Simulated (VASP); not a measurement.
# MgO (P6_3mc) in VASP: further runs

MgO is run at these levels: PBEsol; tasks: single point.

Program: VASP 6.6.1. These are calculated values, not measurements. Logs are shortened: lines on timing, memory, paths and dates and some standing lists are left out, and cuts for length are marked.

**1. The cell of the first run**

Symmetry: P6_3mc, No. 186, hexagonal system. Conventional cell: a = 3.220 Å, b = 3.220 Å, c = 5.284 Å, α = 90.00°, β = 90.00°, γ = 120.00°. Within 2.5 Å of Mg (site symmetry 3m) lie 4 O at 1.85 to 2.02 Å. O (site symmetry 3m) has 4 Mg at 1.85 to 2.02 Å within 2.5 Å.

**2. Single point, PBEsol (c/a of the conventional cell at fixed volume 1.6410)**

INCAR reads:

```
SYSTEM = MgO
PREC = Accurate ; ENCUT = 520
EDIFF = 1E-6 ; ISMEAR = 0
SIGMA = 0.05 ; LREAL = .FALSE.
LASPH = .TRUE. ; NELM = 100
ALGO = Normal ; ISIF = 2
LWAVE = .FALSE. ; LCHARG = .TRUE.
GGA = PS ; LELF = .TRUE.
LVHAR = .TRUE. ; NBANDS = 16
```

KPOINTS reads:

```
regular mesh
0
G
  9 9 6
  0 0 0
```

POSCAR reads:

```
MgO
1.0
    3.2197892641      0.0000000000      0.0000000000
   -1.6098946321      2.7884192976      0.0000000000
    0.0000000000      0.0000000000      5.2836741825
Mg O
2 2
Direct
    0.3333333333      0.6666666667      0.0508752499
    0.6666666667      0.3333333333      0.5508752499
    0.3333333333      0.6666666667      0.4009416620
    0.6666666667      0.3333333333      0.9009416620
```

Potentials or basis: VASP PAW PBE potentials, release 64 (Mg, O).

Run with:

```
$ cat potpaw_PBE.64/Mg/POTCAR potpaw_PBE.64/O/POTCAR > POTCAR
$ mpirun -np 1 vasp_std > vasp.out
```

OUTCAR:

```text
SYSTEM = MgO
   PREC = Accurate
   ENCUT = 520
   EDIFF = 1E-6
   ISMEAR = 0
   LREAL = .FALSE.
   LASPH = .TRUE.
   NELM = 100
   ISIF = 2
   GGA = PS

 ion  position               nearest neighbor table
   1  0.333  0.667  0.051-   3 1.85   4 2.02   4 2.02   4 2.02   2 3.23   2 3.23   2 3.23   2 3.23
                             2 3.23   2 3.23
   2  0.667  0.333  0.551-   4 1.85   3 2.02   3 2.02   3 2.02   1 3.23   1 3.23   1 3.23   1 3.23
                             1 3.23   1 3.23
   3  0.333  0.667  0.401-   1 1.85   2 2.02   2 2.02   2 2.02
   4  0.667  0.333  0.901-   2 1.85   1 2.02   1 2.02   1 2.02

  LATTYP: Found a hexagonal cell.
 ALAT       =     3.2197892641
 C/A-ratio  =     1.6410000000

  Lattice vectors:

 A1 = (   3.2197892641,   0.0000000000,   0.0000000000)
 A2 = (  -1.6098946321,   2.7884192976,   0.0000000000)
 A3 = (   0.0000000000,   0.0000000000,   5.2836741825)

Analysis of symmetry for initial positions (statically):
=====================================================================
 Subroutine PRICEL returns:
 Original cell was already a primitive cell.

 Routine SETGRP: Setting up the symmetry group for a
 hexagonal supercell.

 Subroutine GETGRP returns: Found 12 space group operations
 (whereof  6 operations were pure point group operations)
 out of a pool of 24 trial point group operations.

The static configuration has the point symmetry C_3v.
 The point group associated with its full space group is C_6v.

Analysis of symmetry for dynamics (positions and initial velocities):
=====================================================================
 Subroutine PRICEL returns:
 Original cell was already a primitive cell.

 Routine SETGRP: Setting up the symmetry group for a
 hexagonal supercell.

 Subroutine GETGRP returns: Found 12 space group operations
 (whereof  6 operations were pure point group operations)
 out of a pool of 24 trial point group operations.

The dynamic configuration has the point symmetry C_3v.
 The point group associated with its full space group is C_6v.

 Subroutine INISYM returns: Found 12 space group operations
 (whereof  6 operations are pure point group operations),
 and found     1 'primitive' translations

----------------------------------------------------------------------------------------

                                     Primitive cell

  volume of cell :      47.4375

  direct lattice vectors                    reciprocal lattice vectors
     3.219789264  0.000000000  0.000000000     0.310579332  0.179313061  0.000000000
    -1.609894632  2.788419298  0.000000000     0.000000000  0.358626122  0.000000000
     0.000000000  0.000000000  5.283674183     0.000000000  0.000000000  0.189262238

  length of vectors
     3.219789264  3.219789264  5.283674183     0.358626122  0.358626122  0.189262238

  position of ions in fractional coordinates (direct lattice)
     0.333333333  0.666666667  0.050875250
     0.666666667  0.333333333  0.550875250
     0.333333333  0.666666667  0.400941662
     0.666666667  0.333333333  0.900941662

  ion indices of the primitive-cell ions
   primitive index   ion index
                 1           1
                 2           2
                 3           3
                 4           4

----------------------------------------------------------------------------------------

 KPOINTS: regular mesh

Automatic generation of k-mesh.
 Grid dimensions read from file:
 generate k-points for:    9    9    6

 Generating k-lattice:

  Cartesian coordinates                     Fractional coordinates (reciprocal lattice)
     0.034508815  0.019923673  0.000000000     0.111111111  0.000000000  0.000000000
     0.000000000  0.039847347  0.000000000     0.000000000  0.111111111  0.000000000
     0.000000000  0.000000000  0.031543706     0.000000000  0.000000000  0.166666667

  Length of vectors
     0.039847347  0.039847347  0.031543706

  Shift w.r.t. Gamma in fractional coordinates (k-lattice)
     0.000000000  0.000000000  0.000000000

 Subroutine IBZKPT returns following result:
 ===========================================

 Found     48 irreducible k-points:

 Following reciprocal coordinates:
            Coordinates               Weight
  0.000000  0.000000  0.000000      1.000000
  0.111111  0.000000  0.000000      6.000000
  0.222222  0.000000  0.000000      6.000000
  0.333333  0.000000  0.000000      6.000000
  0.444444  0.000000  0.000000      6.000000
  0.111111  0.111111  0.000000      6.000000
[... 16 lines left out ...]
  0.333333  0.222222  0.166667     24.000000
  0.333333  0.333333  0.166667      4.000000
 [... further k-points ...]
   k-points           NKPTS =     48   k-points in BZ     NKDIM =     48   number of bands    NBANDS=     16
   number of dos      NEDOS =    301   number of ions     NIONS =      4
   total plane-waves  NPLWV =  23040
   dimension x,y,z NGX =    24 NGY =   24 NGZ =   40
   dimension x,y,z NGXF=    48 NGYF=   48 NGZF=   80
   ions per type =               2   2
   NGX,Y,Z   is equivalent  to a cutoff of  12.39, 12.39, 12.59 a.u.
   NGXF,Y,Z  is equivalent  to a cutoff of  24.78, 24.78, 25.17 a.u.
 SYSTEM =  MgO
   PREC   = accura    normal or accurate (medium, high low for compatibility)
   ISTART =      0    job   : 0-new  1-cont  2-samecut
   ICHARG =      2    charge: 1-file 2-atom 10-const
   ISPIN  =      1    spin polarized calculation?
   LNONCOLLINEAR =      F non collinear calculations
   LSORBIT =      F    spin-orbit coupling
   LASPH  =      T    aspherical Exc in radial PAW
   ENCUT  =  520.0 eV  38.22 Ry    6.18 a.u.   5.99  5.99  9.82*2*pi/ulx,y,z
   NELM   =    100;   NELMIN=  2; NELMDL= -5     # of ELM steps
   EDIFF  = 0.1E-05   stopping-criterion for ELM
   LREAL  =      F    real-space projection
   EDIFFG = 0.1E-04   stopping-criterion for IOM
   NSW    =      0    number of steps for IOM
   IBRION =     -1    ionic relax: 0-MD 1-quasi-New 2-CG
   NFREE  =      0    steps in history (QN), initial steepest desc. (CG)
   ISIF   =      2    stress and relaxation
   ISYM   =      2    0-nonsym 1-usesym 2-fastsym
   POTIM  = 0.5000    time-step for ionic-motion
   TEBEG  =    0.0;   TEEND  =   0.0 temperature during run
   PSTRESS=    0.0 pullay stress
   NELECT =      16.0000    total number of electrons
   NUPDOWN=      -1.0000    fix difference up-down
   EMIN   =  10.00;   EMAX   =-10.00  energy-range for DOS
   EFERMI =   0.00;   METHOD = LEGACY
   ISMEAR =     0;   SIGMA  =   0.05  broadening in eV -4-tet -1-fermi 0-gaus
   EFERMI_NEDOS =   21; number of points for ismear=-14 and -15
   IALGO  =     38    algorithm
   IMIX   =      4    mixing-type and parameters
     AMIX     =   0.40;   BMIX     =  1.00
     AMIX_MAG =   1.60;   BMIX_MAG =  1.00
  volume/ion in A,a.u.               =      11.86        80.03
  Fermi-wavevector in a.u.,A,eV,Ry     =   1.139570  2.153475 17.668792  1.298620
  Thomas-Fermi vector in A             =   2.276273
   LORBIT       =      0    0 simple, 1 ext, 2 COOP (PROOUT), +10 PAW based schemes
   GGA     = PS    functional components
   LHFCALC =     F    Hartree Fock is set to
   AEXX    =    0.0000 exact exchange contribution
   IVDW    =     0    specifies the selected vdW correction
   LEPSILON=     F    determine dielectric tensor
   LRPA    =     F    only Hartree local field effects (RPA)
 non-spin polarized calculation
 Gauss-broadening in eV      SIGMA  =   0.05
  energy-cutoff  :      520.00
  volume of cell :       47.44
 maximum number of plane-waves:      1302
 NGX is ok and might be reduce to    24
   NGX = 11   NGY = 11   NGZ = 19

 number of electron      16.0000002 magnetization

 Free energy of the ion-electron system (eV)
  ---------------------------------------------------
  ext. energy  EPLUGINS =         0.00000000
  ---------------------------------------------------
  free energy    TOTEN  =       -24.29677873 eV

  energy without entropy =      -24.29677873  energy(sigma->0) =      -24.29677873

 E-fermi :   1.0893     XC(G=0):  -9.9553

 val. band max:        0.7761935509   @ k =   0.0000   0.0000   0.0000
 cond. band min:       4.2647680323   @ k =   0.0000   0.0000   0.0000
 fundamental gap:      3.4885744813
 Fermi energy:         1.0892968819

 k-point     1 :       0.0000    0.0000    0.0000
  band No.  band energies     occupation
      1     -15.1696      2.00000
      2     -14.4712      2.00000
      3      -2.4938      2.00000
      4       0.4884      2.00000
      5       0.5882      2.00000
      6       0.5883      2.00000
[... 8 lines left out ...]
     15      18.0273      0.00000
     16      18.0273      0.00000

 k-point     2 :       0.1111    0.0000    0.0000
  band No.  band energies     occupation
      1     -15.1027      2.00000
      2     -14.4404      2.00000
      3      -2.3620      2.00000
      4       0.1786      2.00000
      5       0.3546      2.00000
      6       0.4889      2.00000
[... 8 lines left out ...]
     15      17.4825      0.00000
     16      17.7799      0.00000

 k-point     3 :       0.2222    0.0000    0.0000
  band No.  band energies     occupation
      1     -14.9241      2.00000
      2     -14.3661      2.00000
      3      -1.9932      2.00000
      4      -0.7604      2.00000
      5      -0.2999      2.00000
      6       0.3111      2.00000
[... 8 lines left out ...]
     15      16.2343      0.00000
     16      16.8536      0.00000

 k-point     4 :       0.3333    0.0000    0.0000
  band No.  band energies     occupation
      1     -14.6955      2.00000
      2     -14.2955      2.00000
      3      -1.6163      2.00000
      4      -1.4447      2.00000
      5      -0.9310      2.00000
      6       0.1268      2.00000
[... 8 lines left out ...]
     15      15.6823      0.00000
     16      17.0660      0.00000

 k-point     5 :       0.4444    0.0000    0.0000
  band No.  band energies     occupation
      1     -14.5139      2.00000
      2     -14.2741      2.00000
      3      -2.0637      2.00000
      4      -1.3232      2.00000
      5      -0.9536      2.00000
      6       0.0001      2.00000
[... 8 lines left out ...]
     15      15.3313      0.00000
     16      17.3236      0.00000

 k-point     6 :       0.1111    0.1111    0.0000
  band No.  band energies     occupation
      1     -14.9799      2.00000
      2     -14.3880      2.00000
      3      -2.1113      2.00000
      4      -0.4398      2.00000
      5      -0.1755      2.00000
      6       0.4072      2.00000
[... 8 lines left out ...]
     15      16.3855      0.00000
     16      17.0155      0.00000
[... 267 lines left out ...]
 k-point    21 :       0.4444    0.1111    0.1667
  band No.  band energies     occupation
      1     -14.4461      2.00000
      2     -14.2864      2.00000
      3      -2.0862      2.00000
      4      -1.4822      2.00000
      5      -0.6919      2.00000
      6      -0.1299      2.00000
[... 8 lines left out ...]
     15      15.0610      0.00000
     16      17.1049      0.00000

 k-point    22 :       0.2222    0.2222    0.1667
  band No.  band energies     occupation
      1     -14.5636      2.00000
      2     -14.2930      2.00000
      3      -1.6222      2.00000
      4      -1.5028      2.00000
      5      -0.6510      2.00000
      6      -0.3448      2.00000
[... 8 lines left out ...]
     15      14.9042      0.00000
     16      17.4222      0.00000

 k-point    23 :       0.3333    0.2222    0.1667
  band No.  band energies     occupation
      1     -14.4156      2.00000
      2     -14.2835      2.00000
      3      -1.8036      2.00000
      4      -1.3444      2.00000
      5      -0.8192      2.00000
      6      -0.3813      2.00000
[... 8 lines left out ...]
     15      14.7043      0.00000
     16      17.3104      0.00000

 k-point    24 :       0.3333    0.3333    0.1667
  band No.  band energies     occupation
      1     -14.3224      2.00000
      2     -14.3224      2.00000
      3      -1.5778      2.00000
      4      -1.1856      2.00000
      5      -1.1856      2.00000
      6      -0.5517      2.00000
[... 8 lines left out ...]
     15      14.7026      0.00000
     16      18.0529      0.00000

 [... further k-points ...]
[... 5 lines left out ...]
  --------------------------------------------------------------------------------------
  -------------------------------------------------------------------------------------
  Total       -0.5117999     -0.5117999      2.9634964      0.0000000     -0.0000000     -0.0000000
  in kB      -17.2857905    -17.2857905    100.0906331      0.0000000     -0.0000000     -0.0000000
  external PRESSURE =      21.8396840 kB  Pullay stress =       0.0000000 kB

 VOLUME and BASIS-vectors are now :
 -----------------------------------------------------------------------------
  energy-cutoff  :      520.00
  volume of cell :       47.44
      direct lattice vectors                 reciprocal lattice vectors
     3.219789264  0.000000000  0.000000000     0.310579332  0.179313061  0.000000000
    -1.609894632  2.788419298  0.000000000     0.000000000  0.358626122  0.000000000
     0.000000000  0.000000000  5.283674183     0.000000000  0.000000000  0.189262238

 POSITION                                       TOTAL-FORCE (eV/Angst)
 -----------------------------------------------------------------------------------
     -0.00000      1.85895      0.26881        -0.000000      0.000000     -1.701774
      1.60989      0.92947      2.91065         0.000000      0.000000     -1.701774
     -0.00000      1.85895      2.11845        -0.000000      0.000000      1.701774
      1.60989      0.92947      4.76028         0.000000     -0.000000      1.701774
 -----------------------------------------------------------------------------------
    total drift:                               -0.000000      0.000000      0.002177

  FREE ENERGIE OF THE ION-ELECTRON SYSTEM (eV)
  ---------------------------------------------------
  free  energy   TOTEN  =       -24.2967787255 eV

  energy  without entropy=      -24.2967787255  energy(sigma->0) =      -24.29677873
```

Run time: 54 s. Hardware: 1 thread of AMD EPYC 7R13, shared host; peak memory 0.15 GiB.

What came out:

```yaml
Free_energy: -24.2968 eV
Pressure: 2.2 GPa
Largest_force: 1.702 eV/Å
Band_gap_on_the_k_mesh: 3.49 eV, direct
```

Forces in eV/Å, atoms in the order of the input:
```
Mg   0.000  0.000 -1.702
Mg   0.000  0.000 -1.702
O    0.000  0.000  1.702
O    0.000  0.000  1.702
```

Stress tensor (GPa, compression positive):
```
-1.73  0.00  0.00
 0.00 -1.73  0.00
 0.00  0.00 10.01
```

Levels at points of the mesh, in eV from the valence-band top:
| k point | band 5 | band 6 | band 7 | band 8 | band 9 | band 10 | band 11 | band 12 |
| --- | --- | --- | --- | --- | --- | --- | --- | --- |
| (0.00, 0.00, 0.00) | -0.19 | -0.19 | 0.00 | 0.00 | 3.49 | 8.29 | 9.67 | 14.79 |
| (0.00, 0.00, 0.50) | -0.10 | -0.10 | -0.10 | -0.10 | 5.77 | 5.77 | 12.61 | 12.61 |

Caveat: the PAW data sets were made with another functional, which shifts forces and pressure a little.

**3. Single point, PBEsol (c/a of the conventional cell at fixed volume 1.5802)**

INCAR reads:

```
SYSTEM = MgO
PREC = Accurate
ENCUT = 520
EDIFF = 1E-7
ISMEAR = 0
SIGMA = 0.05
LREAL = .FALSE.
LASPH = .TRUE.
NELM = 80
ALGO = Normal
ISIF = 2
LWAVE = .FALSE.
LCHARG = .FALSE.
GGA = PS
NBANDS = 16
```

KPOINTS is that of step 2.

POSCAR reads:

```
MgO
1.0
    3.2605657016      0.0000000000      0.0000000000
   -1.6302828508      2.8237327283      0.0000000000
    0.0000000000      0.0000000000      5.1523459217
Mg O
2 2
Direct
    0.3333333333      0.6666666667      0.0508752499
    0.6666666667      0.3333333333      0.5508752499
    0.3333333333      0.6666666667      0.4009416620
    0.6666666667      0.3333333333      0.9009416620
```

Potentials or basis: VASP PAW PBE potentials, release 64 (Mg, O).

Run with:

```
$ cat potpaw_PBE.64/Mg/POTCAR potpaw_PBE.64/O/POTCAR > POTCAR
$ mpirun -np 1 vasp_std > vasp.out
```

OUTCAR:

```text
SYSTEM = MgO
   PREC = Accurate
   ENCUT = 520
   EDIFF = 1E-7
   ISMEAR = 0
   LREAL = .FALSE.
   LASPH = .TRUE.
   NELM = 80
   ISIF = 2
   GGA = PS

 ion  position               nearest neighbor table
   1  0.333  0.667  0.051-   3 1.80   4 2.03   4 2.03   4 2.03   2 3.19   2 3.19   2 3.19   2 3.19
                             2 3.19   2 3.19
   2  0.667  0.333  0.551-   4 1.80   3 2.03   3 2.03   3 2.03   1 3.19   1 3.19   1 3.19   1 3.19
                             1 3.19   1 3.19
   3  0.333  0.667  0.401-   1 1.80   2 2.03   2 2.03   2 2.03
   4  0.667  0.333  0.901-   2 1.80   1 2.03   1 2.03   1 2.03

[... 660 lines left out ...]
  -------------------------------------------------------------------------------------
  Total       -1.2312634     -1.2312634      6.0815771      0.0000000      0.0000000      0.0000000
  in kB      -41.5853148    -41.5853148    205.4022729      0.0000000      0.0000000      0.0000000
  external PRESSURE =      40.7438811 kB  Pullay stress =       0.0000000 kB

 VOLUME and BASIS-vectors are now :
 -----------------------------------------------------------------------------
  energy-cutoff  :      520.00
  volume of cell :       47.44
      direct lattice vectors                 reciprocal lattice vectors
     3.260565702  0.000000000  0.000000000     0.306695246  0.177070583  0.000000000
    -1.630282851  2.823732728  0.000000000     0.000000000  0.354141166  0.000000000
     0.000000000  0.000000000  5.152345922     0.000000000  0.000000000  0.194086347

 POSITION                                       TOTAL-FORCE (eV/Angst)
 -----------------------------------------------------------------------------------
     -0.00000      1.88249      0.26213         0.000000     -0.000000     -2.434091
      1.63028      0.94124      2.83830        -0.000000      0.000000     -2.434091
     -0.00000      1.88249      2.06579        -0.000000     -0.000000      2.434091
      1.63028      0.94124      4.64196         0.000000     -0.000000      2.434091
 -----------------------------------------------------------------------------------
    total drift:                               -0.000000      0.000000     -0.000184

  FREE ENERGIE OF THE ION-ELECTRON SYSTEM (eV)
  ---------------------------------------------------
  free  energy   TOTEN  =       -24.1617318730 eV

  energy  without entropy=      -24.1617318730  energy(sigma->0) =      -24.16173187
```

stdout:

```text
POSCAR found type information on POSCAR MgO
 POSCAR found :  2 types and       4 ions
 scaLAPACK will be used
 -----------------------------------------------------------------------------
|                                                                             |
|                                                                             |
|     You enforced a specific xc type in the INCAR file but a different       |
|     I HOPE YOU KNOW WHAT YOU ARE DOING!                                     |
|                                                                             |
 -----------------------------------------------------------------------------

 LDA part: xc-table for (Slater+PW92), standard interpolation
 POSCAR, INCAR and KPOINTS ok, starting setup
 FFT: planning ... GRIDC
 FFT: planning ... GRID_SOFT
 FFT: planning ... GRID
 WAVECAR not read
 entering main loop
```

Wall time 55 s (1 thread of AMD EPYC 7R13, shared host); peak memory 0.15 GiB.

Results:

- Free energy: -24.1617 eV
- Pressure: 4.1 GPa
- Largest force: 2.434 eV/Å
- Band gap on the k mesh: 3.57 eV, direct

Forces in eV/Å, atoms in the order of the input:
```
Mg   0.000  0.000 -2.434
Mg   0.000  0.000 -2.434
O    0.000  0.000  2.434
O    0.000  0.000  2.434
```

Caveat: the PAW data sets were made with another functional, which shifts forces and pressure a little. A k mesh can miss the band edges.

(Continued in part 2 of 2.)
